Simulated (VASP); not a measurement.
Here is a VASP 6.6.1 calculation.

The input INCAR:

```
ALGO = Normal
EDIFF = 1E-6
ENCUT = 520
GGA = PE
ISIF = 2
ISMEAR = -1
LASPH = T
LCHARG = F
LREAL = F
LWAVE = F
NBANDS = 14
NELM = 100
PREC = Accurate
SIGMA = 0.08
```

Contents of KPOINTS:

```
k-points
0
Gamma
  16 16 16
```

Contents of POSCAR:

```
Cl
1.0
   -2.1775543366      2.1775543366      1.0562752933
    2.1775543366     -2.1775543366      1.0562752933
    2.1775543366      2.1775543366     -1.0562752933
Cl
2
Direct
   -0.3750000000     -0.1250000000     -0.2500000000
    0.3750000000      0.1250000000      0.2500000000
```

Potentials or basis: VASP PAW PBE potentials, release 64 (Cl).

Run with:

```sh
$ cat potpaw_PBE.64/Cl/POTCAR > POTCAR
$ mpirun -np 1 vasp_std > vasp.out
```

Problem. Estimate the band gap on the k mesh.

Solution. Zero (bands 7 and 8 overlap by 7.80 eV).

Problem. What does it give for the pressure?

Solution. 168.2 GPa.

Stress tensor (GPa, compression positive):
```
168.89   0.00   0.00
  0.00 168.89   0.00
  0.00   0.00 166.80
```

Caveat: the cell stands under pressure.
